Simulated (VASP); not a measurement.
# MgS (Fm-3m) in VASP: further runs

Runs on MgS. Level: LDA. Tasks: electric field gradients.

Everything below comes from runs of VASP 6.6.1. Logs are shortened: lines on timing, memory, paths and dates and some standing lists are left out, and cuts for length are marked.

### 1 The cell of the first run

The structure is cubic, space group Fm-3m (No. 225). The conventional cell has a = 5.097 Å, b = 5.097 Å, c = 5.097 Å, α = 90.00°, β = 90.00°, γ = 90.00°. Within 3.4 Å of Mg (site symmetry m-3m) lie 6 S at 2.55 Å. Within 3.4 Å of S (site symmetry m-3m) lie 6 Mg at 2.55 Å.

### 2 Electric field gradients, LDA (volume scaled by 0.94)

Contents of INCAR:

```
SYSTEM = MgS
PREC     = Accurate       ! precision mode
ENCUT    = 520            ! plane-wave cutoff, eV
EDIFF    = 1E-8           ! SCF threshold, eV
ISMEAR   = -1             ! smearing method
SIGMA    = 0.01           ! smearing width, eV
LREAL    = .False.        ! projectors in reciprocal space
LASPH    = .True.         ! aspherical terms in the spheres
NELM     = 80             ! most SCF steps
ALGO     = Normal         ! electronic algorithm
ISIF     = 2              ! what is computed and relaxed
LWAVE    = .False.        ! write WAVECAR
LCHARG   = .False.        ! write CHGCAR
GGA      = CA             ! functional
LEFG     = .True.       
NBANDS   = 11             ! bands
```

Contents of KPOINTS:

```
Automatic mesh
0
Gamma
  8 8 8
  0 0 0
```

Contents of POSCAR:

```
MgS
1.0
    0.0000000000      2.5485401997      2.5485401997
    2.5485401997      0.0000000000      2.5485401997
    2.5485401997      2.5485401997      0.0000000000
Mg S
1 1
Direct
    0.0000000000      0.0000000000      0.0000000000
    0.5000000000      0.5000000000      0.5000000000
```

Potentials or basis: VASP PAW LDA potentials, release 64 (Mg, S).

On the command line:

```bash
cat potpaw_LDA.64/Mg/POTCAR potpaw_LDA.64/S/POTCAR > POTCAR
mpirun -np 1 vasp_std > vasp.out
```

OUTCAR:

```text
SYSTEM = MgS
   PREC = Accurate
   ENCUT = 520
   EDIFF = 1E-8
   ISMEAR = -1
   LREAL = .False.
   LASPH = .True.
   NELM = 80
   ISIF = 2
   GGA = CA

 ion  position               nearest neighbor table
   1  0.000  0.000  0.000-   2 2.55   2 2.55   2 2.55   2 2.55   2 2.55   2 2.55
   2  0.500  0.500  0.500-   1 2.55   1 2.55   1 2.55   1 2.55   1 2.55   1 2.55

  LATTYP: Found a face centered cubic cell.
 ALAT       =     5.0970803994

  Lattice vectors:

 A1 = (   0.0000000000,   2.5485401997,   2.5485401997)
 A2 = (   2.5485401997,   0.0000000000,   2.5485401997)
 A3 = (   2.5485401997,   2.5485401997,   0.0000000000)

Analysis of symmetry for initial positions (statically):
=====================================================================
 Subroutine PRICEL returns:
 Original cell was already a primitive cell.

 Routine SETGRP: Setting up the symmetry group for a
 face centered cubic supercell.

 Subroutine GETGRP returns: Found 48 space group operations
 (whereof 48 operations were pure point group operations)
 out of a pool of 48 trial point group operations.

The static configuration has the point symmetry O_h .

Analysis of symmetry for dynamics (positions and initial velocities):
=====================================================================
 Subroutine PRICEL returns:
 Original cell was already a primitive cell.

 Routine SETGRP: Setting up the symmetry group for a
 face centered cubic supercell.

 Subroutine GETGRP returns: Found 48 space group operations
 (whereof 48 operations were pure point group operations)
 out of a pool of 48 trial point group operations.

The dynamic configuration has the point symmetry O_h .

 Subroutine INISYM returns: Found 48 space group operations
 (whereof 48 operations are pure point group operations),
 and found     1 'primitive' translations

----------------------------------------------------------------------------------------

                                     Primitive cell

  volume of cell :      33.1058

  direct lattice vectors                    reciprocal lattice vectors
     0.000000000  2.548540200  2.548540200    -0.196190745  0.196190745  0.196190745
     2.548540200  0.000000000  2.548540200     0.196190745 -0.196190745  0.196190745
     2.548540200  2.548540200  0.000000000     0.196190745  0.196190745 -0.196190745

  length of vectors
     3.604180115  3.604180115  3.604180115     0.339812338  0.339812338  0.339812338

  position of ions in fractional coordinates (direct lattice)
     0.000000000  0.000000000  0.000000000
     0.500000000  0.500000000  0.500000000

  ion indices of the primitive-cell ions
   primitive index   ion index
                 1           1
                 2           2

----------------------------------------------------------------------------------------

 KPOINTS: Automatic mesh

Automatic generation of k-mesh.
 Grid dimensions read from file:
 generate k-points for:    8    8    8

 Generating k-lattice:

  Cartesian coordinates                     Fractional coordinates (reciprocal lattice)
    -0.024523843  0.024523843  0.024523843     0.125000000  0.000000000  0.000000000
     0.024523843 -0.024523843  0.024523843     0.000000000  0.125000000  0.000000000
     0.024523843  0.024523843 -0.024523843     0.000000000  0.000000000  0.125000000

  Length of vectors
     0.042476542  0.042476542  0.042476542

  Shift w.r.t. Gamma in fractional coordinates (k-lattice)
     0.000000000  0.000000000  0.000000000

 Subroutine IBZKPT returns following result:
 ===========================================

 Found     29 irreducible k-points:

 Following reciprocal coordinates:
            Coordinates               Weight
  0.000000  0.000000  0.000000      1.000000
  0.125000  0.000000  0.000000      8.000000
  0.250000  0.000000  0.000000      8.000000
  0.375000  0.000000  0.000000      8.000000
  0.500000  0.000000  0.000000      4.000000
  0.125000  0.125000  0.000000      6.000000
[... 16 lines left out ...]
  0.500000  0.250000  0.125000     48.000000
 -0.375000  0.250000  0.125000     24.000000
 [... further k-points ...]
   k-points           NKPTS =     29   k-points in BZ     NKDIM =     29   number of bands    NBANDS=     11
   number of dos      NEDOS =    301   number of ions     NIONS =      2
   total plane-waves  NPLWV =  21952
   dimension x,y,z NGX =    28 NGY =   28 NGZ =   28
   dimension x,y,z NGXF=    56 NGYF=   56 NGZF=   56
   ions per type =               1   1
   NGX,Y,Z   is equivalent  to a cutoff of  12.92, 12.92, 12.92 a.u.
   NGXF,Y,Z  is equivalent  to a cutoff of  25.83, 25.83, 25.83 a.u.
 SYSTEM =  MgS
   PREC   = accura    normal or accurate (medium, high low for compatibility)
   ISTART =      0    job   : 0-new  1-cont  2-samecut
   ICHARG =      2    charge: 1-file 2-atom 10-const
   ISPIN  =      1    spin polarized calculation?
   LNONCOLLINEAR =      F non collinear calculations
   LSORBIT =      F    spin-orbit coupling
   LASPH  =      T    aspherical Exc in radial PAW
   ENCUT  =  520.0 eV  38.22 Ry    6.18 a.u.   6.70  6.70  6.70*2*pi/ulx,y,z
   NELM   =     80;   NELMIN=  2; NELMDL= -5     # of ELM steps
   EDIFF  = 0.1E-07   stopping-criterion for ELM
   LREAL  =      F    real-space projection
   EDIFFG = 0.1E-06   stopping-criterion for IOM
   NSW    =      0    number of steps for IOM
   IBRION =     -1    ionic relax: 0-MD 1-quasi-New 2-CG
   NFREE  =      0    steps in history (QN), initial steepest desc. (CG)
   ISIF   =      2    stress and relaxation
   ISYM   =      2    0-nonsym 1-usesym 2-fastsym
   POTIM  = 0.5000    time-step for ionic-motion
   TEBEG  =    0.0;   TEEND  =   0.0 temperature during run
   PSTRESS=    0.0 pullay stress
   NELECT =       8.0000    total number of electrons
   NUPDOWN=      -1.0000    fix difference up-down
   EMIN   =  10.00;   EMAX   =-10.00  energy-range for DOS
   EFERMI =   0.00;   METHOD = LEGACY
   ISMEAR =    -1;   SIGMA  =   0.01  broadening in eV -4-tet -1-fermi 0-gaus
   EFERMI_NEDOS =   21; number of points for ismear=-14 and -15
   IALGO  =     38    algorithm
   IMIX   =      4    mixing-type and parameters
     AMIX     =   0.40;   BMIX     =  1.00
     AMIX_MAG =   1.60;   BMIX_MAG =  1.00
  volume/ion in A,a.u.               =      16.55       111.70
  Fermi-wavevector in a.u.,A,eV,Ry     =   1.019694  1.926943 14.147019  1.039777
  Thomas-Fermi vector in A             =   2.153222
   LORBIT       =      0    0 simple, 1 ext, 2 COOP (PROOUT), +10 PAW based schemes
   GGA     = CA    functional components
   LHFCALC =     F    Hartree Fock is set to
   AEXX    =    0.0000 exact exchange contribution
   IVDW    =     0    specifies the selected vdW correction
   LEPSILON=     F    determine dielectric tensor
   LRPA    =     F    only Hartree local field effects (RPA)
 non-spin polarized calculation
  energy-cutoff  :      520.00
  volume of cell :       33.11
 maximum number of plane-waves:       911
   NGX = 13   NGY = 13   NGZ = 13

 number of electron       7.9999999 magnetization

 Free energy of the ion-electron system (eV)
  ---------------------------------------------------
  ext. energy  EPLUGINS =         0.00000000
  ---------------------------------------------------
  free energy    TOTEN  =        -9.59106882 eV

  energy without entropy =       -9.59106882  energy(sigma->0) =       -9.59106882

 E-fermi :   4.4202     XC(G=0): -10.2448

 val. band max:        4.1567236866   @ k =   0.0000   0.0000   0.0000
 cond. band min:       6.8450523478   @ k =   0.5000   0.5000   0.0000
 fundamental gap:      2.6883286612
 Fermi energy:         4.4201763115

 k-point     1 :       0.0000    0.0000    0.0000
  band No.  band energies     occupation
      1      -8.8535      2.00000
      2       4.1567      2.00000
      3       4.1567      2.00000
      4       4.1567      2.00000
      5       8.1538      0.00000
      6      11.9467      0.00000
      7      11.9467      0.00000
      8      11.9467      0.00000
      9      14.4840      0.00000
     10      14.4840      0.00000
     11      16.6524      0.00000

 k-point     2 :       0.1250    0.0000    0.0000
  band No.  band energies     occupation
      1      -8.6848      2.00000
      2       3.0392      2.00000
      3       4.0403      2.00000
      4       4.0403      2.00000
      5       8.9370      0.00000
      6      11.6813      0.00000
      7      12.2242      0.00000
      8      12.2242      0.00000
      9      13.8492      0.00000
     10      13.8492      0.00000
     11      17.0206      0.00000
[... 295 lines left out ...]
 k-point    24 :      -0.3750    0.2500    0.1250
  band No.  band energies     occupation
      1      -7.1266      2.00000
      2      -0.5335      2.00000
      3       1.7916      2.00000
      4       2.8696      2.00000
      5       9.6912      0.00000
      6      10.2374      0.00000
      7      12.6153      0.00000
      8      13.7431      0.00000
      9      16.5322      0.00000
     10      17.7359      0.00000
     11      19.8928      0.00000

 [... further k-points ...]
[... 5 lines left out ...]
  --------------------------------------------------------------------------------------
  -------------------------------------------------------------------------------------
  Total        0.2134576      0.2134576      0.2134576      0.0000000      0.0000000      0.0000000
  in kB       10.3304160     10.3304160     10.3304160      0.0000000      0.0000000      0.0000000
  external PRESSURE =      10.3304160 kB  Pullay stress =       0.0000000 kB

 VOLUME and BASIS-vectors are now :
 -----------------------------------------------------------------------------
  energy-cutoff  :      520.00
  volume of cell :       33.11
      direct lattice vectors                 reciprocal lattice vectors
     0.000000000  2.548540200  2.548540200    -0.196190745  0.196190745  0.196190745
     2.548540200  0.000000000  2.548540200     0.196190745 -0.196190745  0.196190745
     2.548540200  2.548540200  0.000000000     0.196190745  0.196190745 -0.196190745

 POSITION                                       TOTAL-FORCE (eV/Angst)
 -----------------------------------------------------------------------------------
      0.00000      0.00000      0.00000         0.000000      0.000000      0.000000
      2.54854      2.54854      2.54854        -0.000000     -0.000000     -0.000000
 -----------------------------------------------------------------------------------
    total drift:                                0.000000      0.000000      0.000000

  FREE ENERGIE OF THE ION-ELECTRON SYSTEM (eV)
  ---------------------------------------------------
  free  energy   TOTEN  =        -9.5910688172 eV

  energy  without entropy=       -9.5910688172  energy(sigma->0) =       -9.59106882

 Electric field gradients (V/A^2)
---------------------------------------------------------------------
 ion       V_xx      V_yy      V_zz      V_xy      V_xz      V_yz
---------------------------------------------------------------------
   1      -0.000     0.000    -0.000     0.000     0.000     0.000
   2       0.000    -0.000    -0.000    -0.000    -0.000    -0.000
---------------------------------------------------------------------

 Electric field gradients after diagonalization (V/A^2)
 (convention: |V_zz| > |V_xx| > |V_yy|)
----------------------------------------------------------------------
 ion       V_xx      V_yy      V_zz     asymmetry (V_yy - V_xx)/ V_zz
----------------------------------------------------------------------
   1      -0.000    -0.000     0.000       0.000
   2       0.000     0.000    -0.000       0.000
----------------------------------------------------------------------

           NMR quadrupolar parameters

 Cq : quadrupolar parameter    Cq=e*Q*V_zz/h
 eta: asymmetry parameters     (V_yy - V_xx)/ V_zz
 Q  : nuclear electric quadrupole moment in mb (millibarn)
----------------------------------------------------------------------
 ion       Cq(MHz)       eta       Q (mb)
----------------------------------------------------------------------
   1       0.000       0.000       1.000
   2      -0.000       0.000       1.000
----------------------------------------------------------------------
```

It took 5.2 s on 1 thread of Intel Xeon 6975P-C (Granite Rapids), shared host; peak memory 0.14 GiB.

What came out:

```
Free energy            : -9.5911 eV
Pressure               : 1.0 GPa
Band gap on the k mesh : 2.69 eV, indirect (least direct gap 4.00 eV)
```

Levels at points of the mesh, in eV from the valence-band top:
| k point | band 2 | band 3 | band 4 | band 5 | band 6 | band 7 |
| --- | --- | --- | --- | --- | --- | --- |
| (0.00, 0.00, 0.00) | 0.00 | 0.00 | 0.00 | 4.00 | 7.79 | 7.79 |
| (0.50, 0.00, 0.00) | -5.25 | -0.67 | -0.67 | 4.47 | 6.81 | 6.81 |
| (0.50, 0.50, 0.00) | -4.59 | -1.85 | -1.85 | 2.69 | 4.05 | 12.41 |

Caveat: without QUAD_EFG the Cq values of the log hold for a quadrupole moment of 1 mb, not for the nuclei. A k mesh can miss the band edges.

### 3 Electric field gradients, LDA (volume scaled by 0.94)

Contents of INCAR:

```
ALGO = Normal ; EDIFF = 1E-8
ENCUT = 520 ; GGA = CA
ISIF = 2 ; ISMEAR = -1
LASPH = T ; LCHARG = F
LEFG = T ; LREAL = F
LWAVE = F ; NBANDS = 11
NELM = 100 ; PREC = Accurate
SIGMA = 0.01
```

Contents of KPOINTS:

```
k-points
0
Gamma
  8 8 8
```

POSCAR is that of step 2.

Potentials or basis: VASP PAW LDA potentials, release 64 (Mg, S).

On the command line:

```bash
cat potpaw_LDA.64/Mg/POTCAR potpaw_LDA.64/S/POTCAR > POTCAR
mpirun -np 1 vasp_std > vasp.out
```

OUTCAR:

```text
EDIFF = 1E-8
   ENCUT = 520
   GGA = CA
   ISIF = 2
   ISMEAR = -1
   LASPH = T
   LREAL = F
   NELM = 100
   PREC = Accurate

 ion  position               nearest neighbor table
   1  0.000  0.000  0.000-   2 2.55   2 2.55   2 2.55   2 2.55   2 2.55   2 2.55
   2  0.500  0.500  0.500-   1 2.55   1 2.55   1 2.55   1 2.55   1 2.55   1 2.55

  LATTYP: Found a face centered cubic cell.
 ALAT       =     5.0970803994

  Lattice vectors:

 A1 = (   0.0000000000,   2.5485401997,   2.5485401997)
 A2 = (   2.5485401997,   0.0000000000,   2.5485401997)
 A3 = (   2.5485401997,   2.5485401997,   0.0000000000)

Analysis of symmetry for initial positions (statically):
=====================================================================
 Subroutine PRICEL returns:
 Original cell was already a primitive cell.

 Routine SETGRP: Setting up the symmetry group for a
 face centered cubic supercell.

 Subroutine GETGRP returns: Found 48 space group operations
[... 522 lines left out ...]
  volume of cell :       33.11
      direct lattice vectors                 reciprocal lattice vectors
     0.000000000  2.548540200  2.548540200    -0.196190745  0.196190745  0.196190745
     2.548540200  0.000000000  2.548540200     0.196190745 -0.196190745  0.196190745
     2.548540200  2.548540200  0.000000000     0.196190745  0.196190745 -0.196190745

 POSITION                                       TOTAL-FORCE (eV/Angst)
 -----------------------------------------------------------------------------------
      0.00000      0.00000      0.00000         0.000000      0.000000      0.000000
      2.54854      2.54854      2.54854        -0.000000     -0.000000     -0.000000
 -----------------------------------------------------------------------------------
    total drift:                                0.000000      0.000000      0.000000

  FREE ENERGIE OF THE ION-ELECTRON SYSTEM (eV)
  ---------------------------------------------------
  free  energy   TOTEN  =        -9.5910688172 eV

  energy  without entropy=       -9.5910688172  energy(sigma->0) =       -9.59106882

 Electric field gradients (V/A^2)
---------------------------------------------------------------------
 ion       V_xx      V_yy      V_zz      V_xy      V_xz      V_yz
---------------------------------------------------------------------
   1      -0.000     0.000    -0.000     0.000     0.000     0.000
   2       0.000    -0.000    -0.000    -0.000    -0.000    -0.000
---------------------------------------------------------------------

 Electric field gradients after diagonalization (V/A^2)
 (convention: |V_zz| > |V_xx| > |V_yy|)
----------------------------------------------------------------------
 ion       V_xx      V_yy      V_zz     asymmetry (V_yy - V_xx)/ V_zz
----------------------------------------------------------------------
   1      -0.000    -0.000     0.000       0.000
   2       0.000     0.000    -0.000       0.000
----------------------------------------------------------------------

           NMR quadrupolar parameters

 Cq : quadrupolar parameter    Cq=e*Q*V_zz/h
 eta: asymmetry parameters     (V_yy - V_xx)/ V_zz
 Q  : nuclear electric quadrupole moment in mb (millibarn)
----------------------------------------------------------------------
 ion       Cq(MHz)       eta       Q (mb)
----------------------------------------------------------------------
   1       0.000       0.000       1.000
   2      -0.000       0.000       1.000
----------------------------------------------------------------------
```

OSZICAR:

```text
N       E                     dE             d eps       ncg     rms          rms(c)
DAV:   1     0.208275277304E+02    0.20828E+02   -0.36363E+03   654   0.603E+02
DAV:   2    -0.867663225614E+01   -0.29504E+02   -0.28067E+02   779   0.983E+01
DAV:   3    -0.100033481523E+02   -0.13267E+01   -0.13250E+01   793   0.222E+01
DAV:   4    -0.100101130351E+02   -0.67649E-02   -0.67643E-02   744   0.192E+00
DAV:   5    -0.100101673957E+02   -0.54361E-04   -0.54361E-04   821   0.172E-01    0.470E+00
DAV:   6    -0.964446099966E+01    0.36571E+00   -0.77034E-01   719   0.345E+00    0.364E+00
DAV:   7    -0.959591766109E+01    0.48543E-01   -0.19384E-01   761   0.184E+00    0.223E+00
DAV:   8    -0.959141343114E+01    0.45042E-02   -0.11084E-02   698   0.578E-01    0.855E-01
DAV:   9    -0.959109413876E+01    0.31929E-03   -0.60444E-04   753   0.128E-01    0.359E-01
DAV:  10    -0.959107352405E+01    0.20615E-04   -0.55967E-05   734   0.364E-02    0.132E-01
DAV:  11    -0.959106878846E+01    0.47356E-05   -0.23464E-05   740   0.209E-02    0.152E-02
DAV:  12    -0.959106883764E+01   -0.49183E-07   -0.31275E-07   750   0.386E-03    0.125E-02
DAV:  13    -0.959106881790E+01    0.19747E-07   -0.58233E-08   749   0.120E-03    0.431E-04
DAV:  14    -0.959106881723E+01    0.66279E-09   -0.34844E-09   421   0.282E-04
   1 F= -.95910688E+01 E0= -.95910688E+01  d E =-.115918E-13
```

stdout:

```text
POSCAR found type information on POSCAR MgS
 POSCAR found :  2 types and       2 ions
 scaLAPACK will be used
 LDA part: xc-table for (Slater(with rela. corr.)+CA(PZ))
 , standard interpolation
 POSCAR, INCAR and KPOINTS ok, starting setup
 FFT: planning ... GRIDC
 FFT: planning ... GRID_SOFT
 FFT: planning ... GRID
 WAVECAR not read
 entering main loop
ion   1

ion   2
```

Wall time 5.2 s (1 thread of Intel Xeon 6975P-C (Granite Rapids), shared host); peak memory 0.14 GiB.

Results:

```yaml
Free_energy: -9.5911 eV
Pressure: 1.0 GPa
Band_gap_on_the_k_mesh: 2.69 eV, indirect (least direct gap 4.00 eV)
```

Levels at points of the mesh, in eV from the valence-band top:
```
           k point  band 1  band 2  band 3  band 4  band 5  band 6  band 7  band 8  band 9
(0.00, 0.00, 0.00)  -13.01    0.00    0.00    0.00    4.00    7.79    7.79    7.79   10.33
(0.50, 0.00, 0.00)  -11.51   -5.25   -0.67   -0.67    4.47    6.81    6.81   10.51   12.31
(0.50, 0.50, 0.00)  -11.08   -4.59   -1.85   -1.85    2.69    4.05   12.41   12.93   13.73
```

Caveat: without QUAD_EFG the Cq values of the log hold for a quadrupole moment of 1 mb, not for the nuclei.

(Part 1 of 2 ends here.)
